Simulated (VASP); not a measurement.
# Au (P6_3/mmc) in VASP: notebook, part 3 of 3

VASP 6.6.1. Earlier steps stand in the parts before.

**4. Single point, r2SCAN (strain -0.025 along x and y, +0.050 along z)**

The input, POSCAR:

```
Au
1.0
    2.8180352590      0.0000000000      0.0000000000
   -1.4090176295      2.4404901231      0.0000000000
    0.0000000000      0.0000000000      5.1079514800
Au
2
Direct
    0.3333333333      0.6666666667      0.7500000000
    0.6666666667      0.3333333333      0.2500000000
```

The input, INCAR.step1:

```
PREC = Accurate
ENCUT = 520
ISMEAR = 0
SIGMA = 0.15
LREAL = False
LASPH = True
NELM = 80
NBANDS = 18
GGA = PE
ALGO = Normal
EDIFF = 1E-4
LWAVE = True
LCHARG = False
```

The input, INCAR.step2:

```
PREC = Accurate
ENCUT = 520
EDIFF = 1E-6
ISMEAR = 0
SIGMA = 0.15
LREAL = False
LASPH = True
NELM = 80
ALGO = Normal
ISIF = 2
LWAVE = False
LCHARG = True
METAGGA = R2SCAN
LMIXTAU = True
LELF = True
LVHAR = True
NBANDS = 18
ISTART = 1
```

The input, KPOINTS:

```
Automatic mesh
0
Gamma
  24 24 12
```

Potentials or basis: VASP PAW PBE potentials, release 64 (Au).

On the command line:

```
> cat potpaw_PBE.64/Au/POTCAR > POTCAR
> cp INCAR.step1 INCAR
> mpirun -np 1 vasp_std > vasp.out
> cp INCAR.step2 INCAR
> mpirun -np 1 vasp_std > vasp.out
```

OUTCAR:

```text
PREC = Accurate
   ENCUT = 520
   EDIFF = 1E-6
   ISMEAR = 0
   LREAL = False
   LASPH = True
   NELM = 80
   ISIF = 2
   METAGGA = R2SCAN
   ISTART = 1

 ion  position               nearest neighbor table
   1  0.333  0.667  0.750-   2 3.03   2 3.03   2 3.03   2 3.03   2 3.03   2 3.03
   2  0.667  0.333  0.250-   1 3.03   1 3.03   1 3.03   1 3.03   1 3.03   1 3.03

  LATTYP: Found a hexagonal cell.
 ALAT       =     2.8180352590
 C/A-ratio  =     1.8125931759

  Lattice vectors:

 A1 = (   2.8180352590,   0.0000000000,   0.0000000000)
 A2 = (  -1.4090176295,   2.4404901231,   0.0000000000)
 A3 = (   0.0000000000,   0.0000000000,   5.1079514800)

Analysis of symmetry for initial positions (statically):
=====================================================================
 Subroutine PRICEL returns:
 Original cell was already a primitive cell.

 Routine SETGRP: Setting up the symmetry group for a
 hexagonal supercell.

 Subroutine GETGRP returns: Found 24 space group operations
 (whereof 12 operations were pure point group operations)
 out of a pool of 24 trial point group operations.

The static configuration has the point symmetry D_3d.
 The point group associated with its full space group is D_6h.

Analysis of symmetry for dynamics (positions and initial velocities):
=====================================================================
 Subroutine PRICEL returns:
 Original cell was already a primitive cell.

 Routine SETGRP: Setting up the symmetry group for a
 hexagonal supercell.

 Subroutine GETGRP returns: Found 24 space group operations
 (whereof 12 operations were pure point group operations)
 out of a pool of 24 trial point group operations.

The dynamic configuration has the point symmetry D_3d.
 The point group associated with its full space group is D_6h.

 Subroutine INISYM returns: Found 24 space group operations
 (whereof 12 operations are pure point group operations),
 and found     1 'primitive' translations

----------------------------------------------------------------------------------------

                                     Primitive cell

  volume of cell :      35.1294

  direct lattice vectors                    reciprocal lattice vectors
     2.818035259  0.000000000  0.000000000     0.354857164  0.204876879  0.000000000
    -1.409017630  2.440490123  0.000000000     0.000000000  0.409753758  0.000000000
     0.000000000  0.000000000  5.107951480     0.000000000  0.000000000  0.195773199

  length of vectors
     2.818035259  2.818035259  5.107951480     0.409753758  0.409753758  0.195773199

  position of ions in fractional coordinates (direct lattice)
     0.333333333  0.666666667  0.750000000
     0.666666667  0.333333333  0.250000000

  ion indices of the primitive-cell ions
   primitive index   ion index
                 1           1
                 2           2

----------------------------------------------------------------------------------------

 KPOINTS: Automatic mesh

Automatic generation of k-mesh.
 Grid dimensions read from file:
 generate k-points for:   24   24   12

 Generating k-lattice:

  Cartesian coordinates                     Fractional coordinates (reciprocal lattice)
     0.014785715  0.008536537  0.000000000     0.041666667  0.000000000  0.000000000
     0.000000000  0.017073073  0.000000000     0.000000000  0.041666667  0.000000000
     0.000000000  0.000000000  0.016314433     0.000000000  0.000000000  0.083333333

  Length of vectors
     0.017073073  0.017073073  0.016314433

  Shift w.r.t. Gamma in fractional coordinates (k-lattice)
     0.000000000  0.000000000  0.000000000

 Subroutine IBZKPT returns following result:
 ===========================================

 Found    427 irreducible k-points:

 Following reciprocal coordinates:
            Coordinates               Weight
  0.000000  0.000000  0.000000      1.000000
  0.041667  0.000000  0.000000      6.000000
  0.083333  0.000000  0.000000      6.000000
  0.125000  0.000000  0.000000      6.000000
  0.166667  0.000000  0.000000      6.000000
  0.208333  0.000000  0.000000      6.000000
[... 16 lines left out ...]
  0.416667  0.041667  0.000000     12.000000
  0.458333  0.041667  0.000000     12.000000
 [... further k-points ...]
   k-points           NKPTS =    427   k-points in BZ     NKDIM =    427   number of bands    NBANDS=     18
   number of dos      NEDOS =    301   number of ions     NIONS =      2
   total plane-waves  NPLWV =  23040
   dimension x,y,z NGX =    24 NGY =   24 NGZ =   40
   dimension x,y,z NGXF=    48 NGYF=   48 NGZF=   80
   ions per type =               2
   NGX,Y,Z   is equivalent  to a cutoff of  14.16, 14.16, 13.02 a.u.
   NGXF,Y,Z  is equivalent  to a cutoff of  28.32, 28.32, 26.04 a.u.
 SYSTEM =  unknown system
   PREC   = accura    normal or accurate (medium, high low for compatibility)
   ISTART =      1    job   : 0-new  1-cont  2-samecut
   ICHARG =      0    charge: 1-file 2-atom 10-const
   ISPIN  =      1    spin polarized calculation?
   LNONCOLLINEAR =      F non collinear calculations
   LSORBIT =      F    spin-orbit coupling
   LASPH  =      T    aspherical Exc in radial PAW
   ENCUT  =  520.0 eV  38.22 Ry    6.18 a.u.   5.24  5.24  9.50*2*pi/ulx,y,z
   NELM   =     80;   NELMIN=  2; NELMDL=  0     # of ELM steps
   EDIFF  = 0.1E-05   stopping-criterion for ELM
   LREAL  =      F    real-space projection
   EDIFFG = 0.1E-04   stopping-criterion for IOM
   NSW    =      0    number of steps for IOM
   IBRION =     -1    ionic relax: 0-MD 1-quasi-New 2-CG
   NFREE  =      0    steps in history (QN), initial steepest desc. (CG)
   ISIF   =      2    stress and relaxation
   ISYM   =      2    0-nonsym 1-usesym 2-fastsym
   POTIM  = 0.5000    time-step for ionic-motion
   TEBEG  =    0.0;   TEEND  =   0.0 temperature during run
   PSTRESS=    0.0 pullay stress
   NELECT =      22.0000    total number of electrons
   NUPDOWN=      -1.0000    fix difference up-down
   EMIN   =  10.00;   EMAX   =-10.00  energy-range for DOS
   EFERMI =   0.00;   METHOD = LEGACY
   ISMEAR =     0;   SIGMA  =   0.15  broadening in eV -4-tet -1-fermi 0-gaus
   EFERMI_NEDOS =   21; number of points for ismear=-14 and -15
   IALGO  =     38    algorithm
   IMIX   =      4    mixing-type and parameters
     AMIX     =   0.40;   BMIX     =  1.00
     AMIX_MAG =   1.60;   BMIX_MAG =  1.00
  volume/ion in A,a.u.               =      17.56       118.53
  Fermi-wavevector in a.u.,A,eV,Ry     =   1.400637  2.646820 26.691698  1.961784
  Thomas-Fermi vector in A             =   2.523578
   LORBIT       =      0    0 simple, 1 ext, 2 COOP (PROOUT), +10 PAW based schemes
   METAGGA = R2SCAN    functional components
   LHFCALC =     F    Hartree Fock is set to
   AEXX    =    0.0000 exact exchange contribution
   IVDW    =     0    specifies the selected vdW correction
   LEPSILON=     F    determine dielectric tensor
   LRPA    =     F    only Hartree local field effects (RPA)
 non-spin polarized calculation
 Gauss-broadening in eV      SIGMA  =   0.15
  energy-cutoff  :      520.00
  volume of cell :       35.13
 maximum number of plane-waves:       961
 NGX is ok and might be reduce to    24
   NGX = 11   NGY = 11   NGZ = 19

 number of electron      21.9999998 magnetization

 Free energy of the ion-electron system (eV)
  ---------------------------------------------------
  ext. energy  EPLUGINS =         0.00000000
  ---------------------------------------------------
  free energy    TOTEN  =      -101.14837549 eV

  energy without entropy =     -101.14369462  energy(sigma->0) =     -101.14603505

 E-fermi :   8.8925     XC(G=0): -13.3998

 val. band max:        8.8908321782   @ k =   0.1667   0.1667   0.2500
 cond. band min:       8.9027095978   @ k =   0.2083   0.1250   0.2500
 fundamental gap:      0.0118774196
 Fermi energy:         8.8925097710

 k-point     1 :       0.0000    0.0000    0.0000
  band No.  band energies     occupation
      1      -0.9542      2.00000
      2       1.1151      2.00000
      3       3.4531      2.00000
      4       4.0854      2.00000
      5       4.0854      2.00000
      6       4.3010      2.00000
[... 10 lines left out ...]
     17      29.1176      0.00000
     18      29.1176      0.00000
[... 463 lines left out ...]
 k-point    24 :       0.4583    0.0417    0.0000
  band No.  band energies     occupation
      1       1.7695      2.00000
      2       1.8872      2.00000
      3       2.4884      2.00000
      4       4.0888      2.00000
      5       4.4907      2.00000
      6       4.5022      2.00000
[... 10 lines left out ...]
     17      20.5560      0.00000
     18      24.6989      0.00000

 [... further k-points ...]

------------------------ aborting loop because EDIFF is reached ----------------------------------------

  FORCE on cell =-STRESS in cart. coord.  units (eV):
  Direction    XX          YY          ZZ          XY          YZ          ZX
  --------------------------------------------------------------------------------------
  -------------------------------------------------------------------------------------
  Total        0.8668286      0.8668286     -0.4052625      0.0000000      0.0000000      0.0000000
  in kB       39.5342563     39.5342563    -18.4831848      0.0000000      0.0000000      0.0000000
  external PRESSURE =      20.1951093 kB  Pullay stress =       0.0000000 kB

 VOLUME and BASIS-vectors are now :
 -----------------------------------------------------------------------------
  energy-cutoff  :      520.00
  volume of cell :       35.13
      direct lattice vectors                 reciprocal lattice vectors
     2.818035259  0.000000000  0.000000000     0.354857164  0.204876879  0.000000000
    -1.409017630  2.440490123  0.000000000     0.000000000  0.409753758  0.000000000
     0.000000000  0.000000000  5.107951480     0.000000000  0.000000000  0.195773199

 POSITION                                       TOTAL-FORCE (eV/Angst)
 -----------------------------------------------------------------------------------
     -0.00000      1.62699      3.83096        -0.000000      0.000000      0.000000
      1.40902      0.81350      1.27699         0.000000     -0.000000      0.000000
 -----------------------------------------------------------------------------------
    total drift:                                0.000000     -0.000000      0.000000

  FREE ENERGIE OF THE ION-ELECTRON SYSTEM (eV)
  ---------------------------------------------------
  free  energy   TOTEN  =      -101.1483754926 eV

  energy  without entropy=     -101.1436946159  energy(sigma->0) =     -101.14603505
```

Run time: 9.1 min. Hardware: 1 thread of AMD EPYC 9R45 (Zen 5), shared host; peak memory 0.31 GiB.

What came out:

| Item | Value |
| --- | --- |
| Free energy | -101.1484 eV |
| Pressure | 2.0 GPa |
| Band gap on the k mesh | zero (bands 11 and 12 overlap by 7.33 eV) |

Caveat: the cell differs from its parent crystal (strain -0.025 along x and y, +0.050 along z); the PAW data sets were made with another functional, which shifts forces and pressure a little; spin-orbit coupling is left out, which moves the levels of the heavy elements.

**5. Single point, r2SCAN (strain +0.025 along x and y, -0.025 along z)**

The input, POSCAR:

```
Au
1.0
    2.9625498877      0.0000000000      0.0000000000
   -1.4812749439      2.5656434627      0.0000000000
    0.0000000000      0.0000000000      4.7430978028
Au
2
Direct
    0.3333333333      0.6666666667      0.7500000000
    0.6666666667      0.3333333333      0.2500000000
```

The input, INCAR.step1:

```
SYSTEM = Au
PREC = Accurate
ENCUT = 520
ISMEAR = 0
SIGMA = 0.15
LREAL = .False.
LASPH = .True.
NELM = 100
NBANDS = 18
GGA = PE
ALGO = Normal
EDIFF = 1E-4
LWAVE = .True.
LCHARG = .False.
```

The input, INCAR.step2:

```
SYSTEM = Au
PREC = Accurate
ENCUT = 520
EDIFF = 1E-7
ISMEAR = 0
SIGMA = 0.15
LREAL = .False.
LASPH = .True.
NELM = 100
ALGO = Normal
ISIF = 2
LWAVE = .False.
LCHARG = .True.
METAGGA = R2SCAN
LMIXTAU = .True.
LELF = .True.
LVHAR = .True.
NBANDS = 18
ISTART = 1
```

The input, KPOINTS:

```
Automatic mesh
0
Gamma
  24 24 12
  0 0 0
```

On the command line:

```
> cat potpaw_PBE.64/Au/POTCAR > POTCAR
> cp INCAR.step1 INCAR
> mpirun -np 1 vasp_std > vasp.out
> cp INCAR.step2 INCAR
> mpirun -np 1 vasp_std > vasp.out
```

Run time: 5.1 min. Hardware: 1 thread of Intel Xeon 6975P-C (Granite Rapids), shared host; peak memory 0.34 GiB.

The run converged. Its results:

```yaml
Free_energy: -101.1596 eV
Pressure: -3.2 GPa
Band_gap_on_the_k_mesh: zero (bands 11 and 12 overlap by 6.87 eV)
```

Stress tensor (GPa, compression positive):
```
-4.27  0.00  0.00
 0.00 -4.27  0.00
 0.00  0.00 -1.08
```

Levels at points of the mesh, in eV from the Fermi level:
```csv
k point,band 9,band 10,band 11,band 12,band 13,band 14
"(0.00, 0.00, 0.00)",-3.84,-2.33,-2.33,-0.38,3.11,15.17
"(0.50, 0.00, 0.00)",-2.00,-1.98,0.25,1.22,6.27,7.57
"(0.00, 0.00, 0.50)",-2.77,-2.77,-2.77,-2.77,11.85,11.85
"(0.50, 0.00, 0.50)",-2.07,-2.07,0.65,0.65,3.72,3.72
```

Caveat: the cell differs from its parent crystal (strain +0.025 along x and y, -0.025 along z); the cell stands under tension; the PAW data sets were made with another functional, which shifts forces and pressure a little; spin-orbit coupling is left out, which moves the levels of the heavy elements.

**6. Single point, r2SCAN (strain +0.050 along x and y, -0.050 along z)**

The input, POSCAR:

```
Au
1.0
    3.0348072020      0.0000000000      0.0000000000
   -1.5174036010      2.6282201326      0.0000000000
    0.0000000000      0.0000000000      4.6214799104
Au
2
Direct
    0.3333333333      0.6666666667      0.7500000000
    0.6666666667      0.3333333333      0.2500000000
```

The input, INCAR.step1:

```
SYSTEM = Au
  PREC = Accurate
  ENCUT = 520
  ISMEAR = 0
  SIGMA = 0.15
  LREAL = .False.
  LASPH = .True.
  NELM = 60
  NBANDS = 18
  GGA = PE
  ALGO = Normal
  EDIFF = 1E-4
  LWAVE = .True.
  LCHARG = .False.
```

The input, INCAR.step2:

```
SYSTEM = Au
  PREC = Accurate
  ENCUT = 520
  EDIFF = 1E-7
  ISMEAR = 0
  SIGMA = 0.15
  LREAL = .False.
  LASPH = .True.
  NELM = 60
  ALGO = Normal
  ISIF = 2
  LWAVE = .False.
  LCHARG = .False.
  METAGGA = R2SCAN
  LMIXTAU = .True.
  NBANDS = 18
  ISTART = 1
```

KPOINTS is that of step 5.

Potentials or basis: VASP PAW PBE potentials, release 64 (Au).

On the command line:

```
> cat potpaw_PBE.64/Au/POTCAR > POTCAR
> cp INCAR.step1 INCAR
> mpirun -np 1 vasp_std > vasp.out
> cp INCAR.step2 INCAR
> mpirun -np 1 vasp_std > vasp.out
```

It took 5.2 min on 1 thread of Intel Xeon 6975P-C (Granite Rapids), shared host; peak memory 0.34 GiB.

The run converged. Its results:

* Free energy: -101.1077 eV
* Pressure: -5.1 GPa
* Band gap on the k mesh: zero (bands 11 and 12 overlap by 6.62 eV)

Stress tensor (GPa, compression positive):
```
-6.62  0.00  0.00
 0.00 -6.62  0.00
 0.00  0.00 -2.08
```

Levels at points of the mesh, in eV from the Fermi level:
```csv
k point,band 7,band 8,band 9,band 10,band 11,band 12,band 13,band 14,band 15,band 16
"(0.00, 0.00, 0.00)",-4.03,-3.99,-3.99,-2.28,-2.28,0.10,3.68,14.88,16.96,16.96
"(0.50, 0.00, 0.00)",-3.66,-2.36,-2.08,-1.86,0.05,0.88,6.67,7.80,7.91,9.47
"(0.00, 0.00, 0.50)",-4.41,-4.41,-2.69,-2.69,-2.69,-2.69,12.86,12.86,15.08,15.08
"(0.50, 0.00, 0.50)",-2.44,-2.44,-2.17,-2.17,0.63,0.63,3.56,3.56,13.18,13.18
```

Caveat: the cell differs from its parent crystal (strain +0.050 along x and y, -0.050 along z); the cell stands under tension; the PAW data sets were made with another functional, which shifts forces and pressure a little; spin-orbit coupling is left out, which moves the levels of the heavy elements.

**7. Overview**

| cell | gap on the mesh (eV) | pressure (GPa) |
| --- | --- | --- |
| a = 2.890, b = 2.890, c = 4.743 Å, angles 90.0, 90.0, 120.0°, 2 atoms | none | 4.3 |
| a = 2.818, b = 2.818, c = 4.986 Å, angles 90.0, 90.0, 120.0°, 2 atoms | none | 5.3 |
| a = 2.818, b = 2.818, c = 5.108 Å, angles 90.0, 90.0, 120.0°, 2 atoms | none | 2.0 |
| a = 2.963, b = 2.963, c = 4.743 Å, angles 90.0, 90.0, 120.0°, 2 atoms | none | -3.2 |
| a = 3.035, b = 3.035, c = 4.621 Å, angles 90.0, 90.0, 120.0°, 2 atoms | none | -5.1 |

Alike in all rows: task single point; level r2SCAN; potentials or basis VASP PAW PBE potentials, release 64 (Au); no spin polarisation; k mesh 24 × 24 × 12; cutoff (eV) 520; smearing gaussian 0.15 eV.

Caveats: the PAW data sets were made with another functional, which shifts forces and pressure a little; spin-orbit coupling is left out, which moves the levels of the heavy elements; the cell stands under pressure (at least some runs); the cell stands under tension (at least some runs).

Total energies depend on the potentials used, so only differences within one code and one set of settings carry meaning.
